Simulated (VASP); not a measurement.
# Ag2O (Pn-3m) in VASP: a series of runs

The runs below take Ag2O through single point, with r2SCAN+D4.

Everything below comes from runs of VASP 6.6.1. Logs are shortened: lines on timing, memory, paths and dates and some standing lists are left out, and cuts for length are marked.

## 1. The cell of the first run

The structure is cubic, space group Pn-3m (No. 224). The conventional cell has a = 4.673 Å, b = 4.673 Å, c = 4.673 Å, α = 90.00°, β = 90.00°, γ = 90.00°. Within 2.7 Å of Ag (site symmetry -3m) lie 2 O at 2.02 Å. O (site symmetry -43m) has 4 Ag at 2.02 Å within 2.7 Å.

## 2. Single point, r2SCAN+D4 (17.01 Å³/atom)

File POSCAR:

```
Ag2O
1.0
    4.6728894754      0.0000000000      0.0000000000
    0.0000000000      4.6728894754      0.0000000000
    0.0000000000      0.0000000000      4.6728894754
Ag O
4 2
Direct
    0.7500000000      0.7500000000      0.7500000000
    0.7500000000      0.2500000000      0.2500000000
    0.2500000000      0.2500000000      0.7500000000
    0.2500000000      0.7500000000      0.2500000000
    0.0000000000      0.0000000000      0.0000000000
    0.5000000000      0.5000000000      0.5000000000
```

File INCAR.step1:

```
PREC     = Accurate       # precision mode
ENCUT    = 660            # plane-wave cutoff, eV
ISMEAR   = 0              # smearing method
SIGMA    = 0.05           # smearing width, eV
LREAL    = False          # projectors in reciprocal space
LASPH    = True           # aspherical terms in the spheres
NELM     = 120            # most SCF steps
NBANDS   = 37             # bands
GGA      = PE             # functional
ALGO     = Normal         # electronic algorithm
EDIFF    = 1E-5           # SCF threshold, eV
LWAVE    = True           # write WAVECAR
LCHARG   = False          # write CHGCAR
GGA_COMPAT= False
```

File INCAR.step2:

```
PREC     = Accurate       # precision mode
ENCUT    = 660            # plane-wave cutoff, eV
EDIFF    = 1E-6           # SCF threshold, eV
ISMEAR   = 0              # smearing method
SIGMA    = 0.05           # smearing width, eV
LREAL    = False          # projectors in reciprocal space
LASPH    = True           # aspherical terms in the spheres
NELM     = 120            # most SCF steps
ALGO     = Normal         # electronic algorithm
ISIF     = 2              # what is computed and relaxed
LWAVE    = False          # write WAVECAR
LCHARG   = False          # write CHGCAR
METAGGA  = R2SCAN         # meta-GGA
LMIXTAU  = True         
IVDW     = 13             # dispersion correction
NBANDS   = 37             # bands
VDW_S6   = 1.0          
VDW_S8   = 0.6018749    
VDW_A1   = 0.51559235   
VDW_A2   = 5.77342911   
ISTART   = 1            
GGA_COMPAT= False
```

File KPOINTS:

```
regular mesh
0
Gamma
  6 6 6
```

Potentials or basis: VASP PAW PBE potentials, release 64 (Ag, O).

Command:

```console
cat potpaw_PBE.64/Ag/POTCAR potpaw_PBE.64/O/POTCAR > POTCAR
cp INCAR.step1 INCAR
mpirun -np 1 vasp_std > vasp.out
cp INCAR.step2 INCAR
mpirun -np 1 vasp_std > vasp.out
```

OUTCAR:

```text
PREC = Accurate
   ENCUT = 660
   EDIFF = 1E-6
   ISMEAR = 0
   LREAL = False
   LASPH = True
   NELM = 120
   ISIF = 2
   METAGGA = R2SCAN
   IVDW = 13
   ISTART = 1

 ion  position               nearest neighbor table
   1  0.750  0.750  0.750-   5 2.02   6 2.02   4 3.30   2 3.30   3 3.30   2 3.30   4 3.30   2 3.30
                             3 3.30   2 3.30   3 3.30   4 3.30   4 3.30   3 3.30
   2  0.750  0.250  0.250-   5 2.02   6 2.02   4 3.30   1 3.30   3 3.30   1 3.30   3 3.30   1 3.30
                             4 3.30   1 3.30   3 3.30   4 3.30   3 3.30   4 3.30
   3  0.250  0.250  0.750-   5 2.02   6 2.02   4 3.30   1 3.30   2 3.30   2 3.30   4 3.30   1 3.30
                             4 3.30   4 3.30   1 3.30   2 3.30   2 3.30   1 3.30
   4  0.250  0.750  0.250-   5 2.02   6 2.02   3 3.30   1 3.30   2 3.30   1 3.30   3 3.30   2 3.30
                             3 3.30   3 3.30   1 3.30   2 3.30   1 3.30   2 3.30
   5  0.000  0.000  0.000-   1 2.02   2 2.02   3 2.02   4 2.02
   6  0.500  0.500  0.500-   1 2.02   2 2.02   3 2.02   4 2.02

  LATTYP: Found a simple cubic cell.
 ALAT       =     4.6728894754

  Lattice vectors:

 A1 = (   4.6728894754,   0.0000000000,   0.0000000000)
 A2 = (   0.0000000000,   4.6728894754,   0.0000000000)
 A3 = (   0.0000000000,   0.0000000000,   4.6728894754)

Analysis of symmetry for initial positions (statically):
=====================================================================
 Subroutine PRICEL returns:
 Original cell was already a primitive cell.

 Routine SETGRP: Setting up the symmetry group for a
 simple cubic supercell.

 Subroutine GETGRP returns: Found 48 space group operations
 (whereof 24 operations were pure point group operations)
 out of a pool of 48 trial point group operations.

The static configuration has the point symmetry T_d .
 The point group associated with its full space group is O_h .

Analysis of symmetry for dynamics (positions and initial velocities):
=====================================================================
 Subroutine PRICEL returns:
 Original cell was already a primitive cell.

 Routine SETGRP: Setting up the symmetry group for a
 simple cubic supercell.

 Subroutine GETGRP returns: Found 48 space group operations
 (whereof 24 operations were pure point group operations)
 out of a pool of 48 trial point group operations.

The dynamic configuration has the point symmetry T_d .
 The point group associated with its full space group is O_h .

 Subroutine INISYM returns: Found 48 space group operations
 (whereof 24 operations are pure point group operations),
 and found     1 'primitive' translations

----------------------------------------------------------------------------------------

                                     Primitive cell

  volume of cell :     102.0367

  direct lattice vectors                    reciprocal lattice vectors
     4.672889475  0.000000000  0.000000000     0.214000354  0.000000000  0.000000000
     0.000000000  4.672889475  0.000000000     0.000000000  0.214000354  0.000000000
     0.000000000  0.000000000  4.672889475     0.000000000  0.000000000  0.214000354

  length of vectors
     4.672889475  4.672889475  4.672889475     0.214000354  0.214000354  0.214000354

  position of ions in fractional coordinates (direct lattice)
     0.750000000  0.750000000  0.750000000
     0.750000000  0.250000000  0.250000000
     0.250000000  0.250000000  0.750000000
     0.250000000  0.750000000  0.250000000
     0.000000000  0.000000000  0.000000000
     0.500000000  0.500000000  0.500000000

  ion indices of the primitive-cell ions
   primitive index   ion index
                 1           1
                 2           2
                 3           3
                 4           4
                 5           5
                 6           6

----------------------------------------------------------------------------------------

 KPOINTS: regular mesh

Automatic generation of k-mesh.
 Grid dimensions read from file:
 generate k-points for:    6    6    6

 Generating k-lattice:

  Cartesian coordinates                     Fractional coordinates (reciprocal lattice)
     0.035666726  0.000000000  0.000000000     0.166666667  0.000000000  0.000000000
     0.000000000  0.035666726  0.000000000     0.000000000  0.166666667  0.000000000
     0.000000000  0.000000000  0.035666726     0.000000000  0.000000000  0.166666667

  Length of vectors
     0.035666726  0.035666726  0.035666726

  Shift w.r.t. Gamma in fractional coordinates (k-lattice)
     0.000000000  0.000000000  0.000000000

 Subroutine IBZKPT returns following result:
 ===========================================

 Found     20 irreducible k-points:

 Following reciprocal coordinates:
            Coordinates               Weight
  0.000000  0.000000  0.000000      1.000000
  0.166667  0.000000  0.000000      6.000000
  0.333333  0.000000  0.000000      6.000000
  0.500000  0.000000  0.000000      3.000000
  0.166667  0.166667  0.000000     12.000000
  0.333333  0.166667  0.000000     24.000000
[... 12 lines left out ...]
  0.500000  0.500000  0.333333      6.000000
  0.500000  0.500000  0.500000      1.000000
   k-points           NKPTS =     20   k-points in BZ     NKDIM =     20   number of bands    NBANDS=     37
   number of dos      NEDOS =    301   number of ions     NIONS =      6
   total plane-waves  NPLWV =  64000
   dimension x,y,z NGX =    40 NGY =   40 NGZ =   40
   dimension x,y,z NGXF=    80 NGYF=   80 NGZF=   80
   ions per type =               4   2
   NGX,Y,Z   is equivalent  to a cutoff of  14.23, 14.23, 14.23 a.u.
   NGXF,Y,Z  is equivalent  to a cutoff of  28.46, 28.46, 28.46 a.u.
 SYSTEM =  unknown system
   PREC   = accura    normal or accurate (medium, high low for compatibility)
   ISTART =      1    job   : 0-new  1-cont  2-samecut
   ICHARG =      0    charge: 1-file 2-atom 10-const
   ISPIN  =      1    spin polarized calculation?
   LNONCOLLINEAR =      F non collinear calculations
   LSORBIT =      F    spin-orbit coupling
   LASPH  =      T    aspherical Exc in radial PAW
   ENCUT  =  660.0 eV  48.51 Ry    6.96 a.u.   9.79  9.79  9.79*2*pi/ulx,y,z
   NELM   =    120;   NELMIN=  2; NELMDL=  0     # of ELM steps
   EDIFF  = 0.1E-05   stopping-criterion for ELM
   LREAL  =      F    real-space projection
   EDIFFG = 0.1E-04   stopping-criterion for IOM
   NSW    =      0    number of steps for IOM
   IBRION =     -1    ionic relax: 0-MD 1-quasi-New 2-CG
   NFREE  =      0    steps in history (QN), initial steepest desc. (CG)
   ISIF   =      2    stress and relaxation
   ISYM   =      2    0-nonsym 1-usesym 2-fastsym
   POTIM  = 0.5000    time-step for ionic-motion
   TEBEG  =    0.0;   TEEND  =   0.0 temperature during run
   PSTRESS=    0.0 pullay stress
   NELECT =      56.0000    total number of electrons
   NUPDOWN=      -1.0000    fix difference up-down
   EMIN   =  10.00;   EMAX   =-10.00  energy-range for DOS
   EFERMI =   0.00;   METHOD = LEGACY
   ISMEAR =     0;   SIGMA  =   0.05  broadening in eV -4-tet -1-fermi 0-gaus
   EFERMI_NEDOS =   21; number of points for ismear=-14 and -15
   IALGO  =     38    algorithm
   IMIX   =      4    mixing-type and parameters
     AMIX     =   0.40;   BMIX     =  1.00
     AMIX_MAG =   1.60;   BMIX_MAG =  1.00
  volume/ion in A,a.u.               =      17.01       114.76
  Fermi-wavevector in a.u.,A,eV,Ry     =   1.340351  2.532897 24.443435  1.796542
  Thomas-Fermi vector in A             =   2.468671
   LORBIT       =      0    0 simple, 1 ext, 2 COOP (PROOUT), +10 PAW based schemes
   METAGGA = R2SCAN    functional components
   LHFCALC =     F    Hartree Fock is set to
   AEXX    =    0.0000 exact exchange contribution
   IVDW    =    13    specifies the selected vdW correction
   LEPSILON=     F    determine dielectric tensor
   LRPA    =     F    only Hartree local field effects (RPA)
 non-spin polarized calculation
 Gauss-broadening in eV      SIGMA  =   0.05
  energy-cutoff  :      660.00
  volume of cell :      102.04
 maximum number of plane-waves:      3948
 NGX is ok and might be reduce to    40
   NGX = 19   NGY = 19   NGZ = 19

 number of electron      56.0000040 magnetization

 Free energy of the ion-electron system (eV)
  ---------------------------------------------------
  ext. energy  EPLUGINS =         0.00000000
  ---------------------------------------------------
  free energy    TOTEN  =       -98.27827582 eV

  energy without entropy =      -98.27827580  energy(sigma->0) =      -98.27827581

 E-fermi :   5.0398     XC(G=0): -11.2803

 val. band max:        4.8742782200   @ k =   0.0000   0.0000   0.0000
 cond. band min:       5.1972431256   @ k =   0.0000   0.0000   0.0000
 fundamental gap:      0.3229649056
 Fermi energy:         5.0398347314

 k-point     1 :       0.0000    0.0000    0.0000
  band No.  band energies     occupation
      1     -15.3793      2.00000
      2     -14.6391      2.00000
      3      -2.4835      2.00000
      4      -2.4835      2.00000
      5      -2.4835      2.00000
      6      -0.0311      2.00000
[... 29 lines left out ...]
     36      14.0818      0.00000
     37      14.0818      0.00000

 k-point     2 :       0.1667    0.0000    0.0000
  band No.  band energies     occupation
      1     -15.3325      2.00000
      2     -14.6918      2.00000
      3      -2.3838      2.00000
      4      -2.3838      2.00000
      5      -2.3426      2.00000
      6       0.0001      2.00000
[... 29 lines left out ...]
     36      13.7185      0.00000
     37      13.7185      0.00000

 k-point     3 :       0.3333    0.0000    0.0000
  band No.  band energies     occupation
      1     -15.2028      2.00000
      2     -14.8333      2.00000
      3      -2.1189      2.00000
      4      -2.1189      2.00000
      5      -1.9403      2.00000
      6      -0.6246      2.00000
[... 29 lines left out ...]
     36      13.1666      0.00000
     37      13.1666      0.00000
[... 601 lines left out ...]
 k-point    19 :       0.5000    0.5000    0.3333
  band No.  band energies     occupation
      1     -15.2849      2.00000
      2     -14.7193      2.00000
      3      -2.2769      2.00000
      4      -2.2769      2.00000
      5      -2.1942      2.00000
      6      -0.1078      2.00000
[... 29 lines left out ...]
     36      12.4952      0.00000
     37      17.7339      0.00000

 k-point    20 :       0.5000    0.5000    0.5000
  band No.  band energies     occupation
      1     -15.3246      2.00000
      2     -14.6708      2.00000
      3      -2.3271      2.00000
      4      -2.3271      2.00000
      5      -2.3271      2.00000
      6       0.3065      2.00000
[... 29 lines left out ...]
     36      11.7709      0.00000
     37      18.5459      0.00000

------------------------ aborting loop because EDIFF is reached ----------------------------------------

  DFT-D4 for vdW energy calculation

  Edisp (eV):   -0.78617

  FORCE on cell =-STRESS in cart. coord.  units (eV):
  Direction    XX          YY          ZZ          XY          YZ          ZX
  --------------------------------------------------------------------------------------
  -------------------------------------------------------------------------------------
  Total       2.28588     2.28588     2.28588     0.00000     0.00000     0.00000
  in kB      35.89275    35.89275    35.89275     0.00000     0.00000     0.00000
  external pressure =       35.89 kB  Pullay stress =        0.00 kB

 VOLUME and BASIS-vectors are now :
 -----------------------------------------------------------------------------
  energy-cutoff  :      660.00
  volume of cell :      102.04
      direct lattice vectors                 reciprocal lattice vectors
     4.672889475  0.000000000  0.000000000     0.214000354  0.000000000  0.000000000
     0.000000000  4.672889475  0.000000000     0.000000000  0.214000354  0.000000000
     0.000000000  0.000000000  4.672889475     0.000000000  0.000000000  0.214000354

 POSITION                                       TOTAL-FORCE (eV/Angst)
 -----------------------------------------------------------------------------------
      3.50467      3.50467      3.50467         0.000000     -0.000000      0.000000
      3.50467      1.16822      1.16822        -0.000000      0.000000      0.000000
      1.16822      1.16822      3.50467         0.000000      0.000000     -0.000000
      1.16822      3.50467      1.16822        -0.000000      0.000000     -0.000000
      0.00000      0.00000      0.00000        -0.000000      0.000000      0.000000
      2.33644      2.33644      2.33644        -0.000000     -0.000000      0.000000
 -----------------------------------------------------------------------------------
    total drift:                                0.000000      0.000000      0.000000

  FREE ENERGIE OF THE ION-ELECTRON SYSTEM (eV)
  ---------------------------------------------------
  free  energy   TOTEN  =       -99.0644424286 eV

  energy  without entropy=      -99.0644424153  energy(sigma->0) =      -99.06444242
```

It took 3.4 min on 1 thread of AMD EPYC 9R45 (Zen 5), shared host; peak memory 0.27 GiB.

Results:

```yaml
Free_energy: -99.0644 eV
Pressure: 3.6 GPa
Band_gap_on_the_k_mesh: 0.32 eV
Dispersion_energy_per_atom: -0.131 eV
```

Caveat: the cell stands under pressure; semilocal functionals underestimate gaps, and a narrow one can read as zero; the PAW data sets were made with another functional, which shifts forces and pressure a little.

(Part 1 of 2 ends here.)
